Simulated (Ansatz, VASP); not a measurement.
## CdF2 in VASP and in Ansatz

File INCAR:

```
SYSTEM = CdF2
PREC     = Accurate       ! precision mode
ENCUT    = 520            ! plane-wave cutoff, eV
EDIFF    = 1E-6           ! SCF threshold, eV
ISMEAR   = 0              ! smearing method
SIGMA    = 0.05           ! smearing width, eV
LREAL    = .False.        ! projectors in reciprocal space
LASPH    = .True.         ! aspherical terms in the spheres
NELM     = 100            ! most SCF steps
ALGO     = Normal         ! electronic algorithm
ISIF     = 2              ! what is computed and relaxed
LWAVE    = .False.        ! write WAVECAR
LCHARG   = .False.        ! write CHGCAR
GGA      = B5             ! functional
ALDAX    = 1.0          
AGGAX    = 1.0          
AGGAC    = 1.0          
ALDAC    = 0.0          
NBANDS   = 20             ! bands
```

KPOINTS

```
regular mesh
0
Gamma
  8 8 8
  0 0 0
```

File POSCAR:

```
CdF2
1.0
    0.0000000000      2.8028300454      2.8028300454
    2.8028300454      0.0000000000      2.8028300454
    2.8028300454      2.8028300454      0.0000000000
Cd F
1 2
Direct
    0.0000000000      0.0000000000      0.0000000000
    0.2500000000      0.2500000000      0.2500000000
    0.7500000000      0.7500000000      0.7500000000
```

Input for Ansatz:

```yaml
crystal:
  lattice:
    - [0.0, 2.8028300454, 2.8028300454]
    - [2.8028300454, 0.0, 2.8028300454]
    - [2.8028300454, 2.8028300454, 0.0]
  atoms:
    - { symbol: Cd, position: [0.0, 0.0, 0.0] }
    - { symbol: F, position: [0.25, 0.25, 0.25] }
    - { symbol: F, position: [0.75, 0.75, 0.75] }
basis:
  ecutwfc: 420
  ecutrho_ratio: 4
kpoints:
  mp_grid: { grid: [8, 8, 8] }
hamiltonian:
  xc: blyp
scf:
  occupations: { method: gaussian, width: 0.05 }
output:
  forces: true
  stress: true
  eigenvalues: true
```

Alike in both runs: task single point; functional BLYP; k mesh 8 × 8 × 8; occupations gaussian, width 0.05 eV; no spin polarisation.

|  | VASP | Ansatz |
| --- | --- | --- |
| version | VASP 6.6.1 | Ansatz 0.2.0 |
| potentials or method | VASP PAW PBE potentials, release 64 (Cd, F), cutoff 520 eV | scalar-relativistic, plane waves, PAW |
| valence electrons in the cell | 26 | 34 |

```csv
,VASP,Ansatz,Ansatz less VASP
gap on the k mesh at the Fermi level (eV),2.70,2.70,0.000
least direct gap on the mesh (eV),3.30,3.30,+0.002
pressure (GPa),-2.8,-3.2,-0.37
```

VASP's potentials were made for PBE, not for BLYP. With one functional, cell and mesh, what is left measures potentials, basis and numerics. VASP's potentials hold 26 valence electrons a cell and Ansatz's 34, so a difference there can come from the potentials and not from the codes.
